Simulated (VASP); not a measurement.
Here is a VASP 6.6.1 calculation.

Contents of INCAR:

```
SYSTEM = Cr5Ru
  PREC = Accurate
  ENCUT = 520
  EDIFF = 1E-6
  ISMEAR = -1
  SIGMA = 0.1
  LREAL = .FALSE.
  LASPH = .TRUE.
  NELM = 60
  ALGO = Normal
  ISIF = 2
  LWAVE = .FALSE.
  LCHARG = .FALSE.
  GGA = PE
  NBANDS = 46
```

The input KPOINTS:

```
Automatic mesh
0
G
  5 5 5
  0 0 0
```

The input POSCAR:

```
Cr5Ru
1.0
    0.0000000000      3.3225077425      3.3225077425
    3.3225077425      0.0000000000      3.3225077425
    3.3225077425      3.3225077425      0.0000000000
Cr Ru
5 1
Direct
    0.6238405009      0.6238405009      0.6238405009
    0.1284784973      0.6238405009      0.6238405009
    0.6238405009      0.6238405009      0.1284784973
    0.6238405009      0.1284784973      0.6238405009
    0.2500000000      0.2500000000      0.2500000000
    0.0000000000      0.0000000000      0.0000000000
```

Potentials or basis: VASP PAW PBE potentials, release 64 (Cr_pv, Ru_pv).

The run is started by

```sh
$ cat potpaw_PBE.64/Cr_pv/POTCAR potpaw_PBE.64/Ru_pv/POTCAR > POTCAR
$ mpirun -np 1 vasp_std > vasp.out
```

(1) Estimate the band gap on the k mesh.

(2) What does it give for the largest force?

(3) Predict the pressure.

## Answers

(1) zero (bands 37 and 38 overlap by 0.14 eV).

(2) 0.019 eV/Å.

(3) -0.2 GPa.

Caveat: the run has no spin polarisation, though such a crystal can be magnetic.
